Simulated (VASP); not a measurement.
Wanted: the native input for a VASP 6.6.1 run.

* Task: electric field gradients
* Functional: LDA
* Potentials or basis: VASP PAW LDA potentials, release 64 (Cd, Te)
* Cutoff: 520 eV
* k mesh: 10 × 10 × 10
* Occupations: fermi-dirac, width 0.08 eV
* Spin: no spin polarisation
* Dipole correction: no
* Further INCAR settings: ALGO = Normal; EDIFF = 1e-08; NBANDS = 16

The structure of CdTe lies in POSCAR:

```
CdTe
1.0
    0.0000000000      3.2050000000      3.2050000000
    3.2050000000      0.0000000000      3.2050000000
    3.2050000000      3.2050000000      0.0000000000
Cd Te
1 1
Direct
    0.0000000000      0.0000000000      0.0000000000
    0.7500000000      0.7500000000      0.7500000000
```

These files were run (other wordings do the same):

INCAR

```
ALGO = Normal
EDIFF = 1E-8
ENCUT = 520
ISIF = 2
ISMEAR = -1
LASPH = True
LCHARG = False
LEFG = True
LREAL = False
LWAVE = False
NBANDS = 16
NELM = 100
PREC = Accurate
SIGMA = 0.08
```

KPOINTS

```
k-points
0
Gamma
  10 10 10
```

Potentials or basis: VASP PAW LDA potentials, release 64 (Cd, Te).

The run is started by

```console
$ cat potpaw_LDA.64/Cd/POTCAR potpaw_LDA.64/Te/POTCAR > POTCAR
$ mpirun -np 1 vasp_std > vasp.out
```

It gave:

| Item | Value |
| --- | --- |
| Pressure | 0.2 GPa |
| Band gap on the k mesh | 0.65 eV, direct |

Caveat: without QUAD_EFG the Cq values of the log hold for a quadrupole moment of 1 mb, not for the nuclei; spin-orbit coupling is left out, which moves the levels of the heavy elements.

Run time: 25 s on 1 thread of Intel(R) Xeon(R) Platinum 8559C (Emerald Rapids) (shared host), peak memory 0.2 GiB.
